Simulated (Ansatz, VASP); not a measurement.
BN: VASP beside Ansatz

Contents of POSCAR:

```
BN
1.0
    0.0000000000      3.2928550384      2.1632762179
    1.2509583998      0.0000000000      2.1632762179
    1.2509583998      3.2928550384      0.0000000000
B N
1 1
Direct
    0.0001138443      0.0001138443      0.9998861557
    0.6665861457      0.6665861457      0.3334138543
```

Contents of INCAR.step1:

```
PREC = Accurate
ENCUT = 520
EDIFF = 1E-5
ISMEAR = 0
SIGMA = 0.01
LREAL = False
LASPH = True
NELM = 100
ALGO = Normal
ISIF = 2
LWAVE = True
LCHARG = False
GGA = PE
NBANDS = 11
```

The input INCAR.step2:

```
PREC = Accurate
ENCUT = 520
EDIFF = 1E-6
ISMEAR = 0
SIGMA = 0.01
LREAL = False
LASPH = True
NELM = 100
ALGO = Normal
ISIF = 2
LWAVE = False
LCHARG = False
GGA = PE
LHFCALC = True
AEXX = 0.25
PRECFOCK = Normal
ISTART = 1
NBANDS = 11
```

Contents of KPOINTS:

```
Automatic mesh
0
Gamma
  8 8 8
```

Input for Ansatz:

```yaml
crystal:
  lattice:
    - [0.0, 3.2928550384, 2.1632762179]
    - [1.2509583998, 0.0, 2.1632762179]
    - [1.2509583998, 3.2928550384, 0.0]
  atoms:
    - { symbol: B, position: [0.0001138443, 0.0001138443, 0.9998861557] }
    - { symbol: "N", position: [0.6665861457, 0.6665861457, 0.3334138543] }
kpoints:
  mp_grid: { grid: [8, 8, 8] }
  band_path:
    path:
      - [0.0, 0.0, 0.0]
      - [0.5, 0.0, 0.5]
      - [1.0, 0.5, 0.5]
      - [0.5, 0.5, 0.0]
      - [0.0, 0.3696802989, 0.3696802989]
      - [1.0, 0.6303197011, 0.6303197011]
      - [0.5, 0.2975179743, 0.7975179743]
      - [0.5, 0.7024820257, 0.2024820257]
      - [0.5, 0.5, 0.5]
      - [0.5, 0.364583, -0.135417]
      - [0.0, 0.332712269, 0.332712269]
    npoints: 1
hamiltonian:
  xc: pbe0
scf:
  occupations: { method: fixed }
  n_extra_bands: 4
output:
  forces: true
  stress: true
  eigenvalues: true
  write_density: true
  write_potential: true
  elf: true
  volumetric_format: npy
```

Alike in both runs: task single point; functional PBE0; k mesh 8 × 8 × 8; no spin polarisation.

```csv
,VASP,Ansatz
version,VASP 6.6.1,Ansatz 0.2.0
potentials or method,"VASP PAW PBE potentials, release 64 (B, N)","plane waves, PAW"
plane-wave cutoff (eV),520,420
occupations,"gaussian, width 0.01 eV",fixed
valence electrons in the cell,8,8
```

|  | VASP | Ansatz | Ansatz less VASP |
| --- | --- | --- | --- |
| gap on the k mesh at the Fermi level (eV) | 5.43 | 5.43 | -0.003 |
| pressure (GPa) | -0.3 | -0.5 | -0.21 |
| traceless stress, the component that is largest in VASP (GPa) | 3.01 | 3.42 | +0.410 |

Ansatz's warnings: stress exchange threshold loose, stress scf threshold loose.
